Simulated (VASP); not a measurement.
Wanted: the native input for a VASP 6.6.1 run.

| Quantity | Value |
| --- | --- |
| Task | single point |
| Functional | r2SCAN |
| Potentials or basis | VASP PAW PBE potentials, release 64 (Mg_sv, O) |
| Cutoff | 660 eV |
| k mesh | 12 × 12 × 6 |
| Occupations | gaussian, width 0.01 eV |
| Spin | no spin polarisation |
| Dipole correction | no |
| Further INCAR settings | ALGO = Normal; EDIFF = 1e-06; NBANDS = 24 |

MgO:

```
Mg O
1.0
     3.48402    0.00000    0.00000
    -1.74201    3.01725    0.00000
     0.00000    0.00000    4.18532
Mg O
2 2
Direct
  0.33333 0.66667 0.25000
  0.66667 0.33333 0.75000
  0.66667 0.33333 0.25000
  0.33333 0.66667 0.75000
```

One way to write it, as run:

POSCAR

```
MgO
1.0
    3.4840197800      0.0000000000      0.0000000000
   -1.7420098900      3.0172496368      0.0000000000
    0.0000000000      0.0000000000      4.1853204555
Mg O
2 2
Direct
    0.3333333333      0.6666666667      0.2500000000
    0.6666666667      0.3333333333      0.7500000000
    0.6666666667      0.3333333333      0.2500000000
    0.3333333333      0.6666666667      0.7500000000
```

INCAR.step1

```
SYSTEM = MgO
PREC = Accurate ; ENCUT = 660
ISMEAR = 0 ; SIGMA = 0.01
LREAL = .FALSE. ; LASPH = .TRUE.
NELM = 120 ; NBANDS = 24
GGA = PE ; ALGO = Normal
EDIFF = 1E-5 ; LWAVE = .TRUE.
LCHARG = .FALSE. ; GGA_COMPAT = .FALSE.
```

INCAR.step2

```
SYSTEM = MgO
PREC = Accurate ; ENCUT = 660
EDIFF = 1E-6 ; ISMEAR = 0
SIGMA = 0.01 ; LREAL = .FALSE.
LASPH = .TRUE. ; NELM = 120
ALGO = Normal ; ISIF = 2
LWAVE = .FALSE. ; LCHARG = .FALSE.
METAGGA = R2SCAN ; LMIXTAU = .TRUE.
NBANDS = 24 ; ISTART = 1
GGA_COMPAT = .FALSE.
```

KPOINTS

```
Automatic mesh
0
G
  12 12 6
  0 0 0
```

Potentials or basis: VASP PAW PBE potentials, release 64 (Mg_sv, O).

Command:

```sh
$ cat potpaw_PBE.64/Mg_sv/POTCAR potpaw_PBE.64/O/POTCAR > POTCAR
$ cp INCAR.step1 INCAR
$ mpirun -np 1 vasp_std > vasp.out
$ cp INCAR.step2 INCAR
$ mpirun -np 1 vasp_std > vasp.out
```

It gave:

- Pressure: -0.2 GPa
- Band gap on the k mesh: 4.11 eV

Caveat: the PAW data sets were made with another functional, which shifts forces and pressure a little.

Run time: 2.9 min on 1 thread of Intel(R) Xeon(R) 6975P-C (Granite Rapids), with other jobs on the host, peak memory 0.23 GiB.
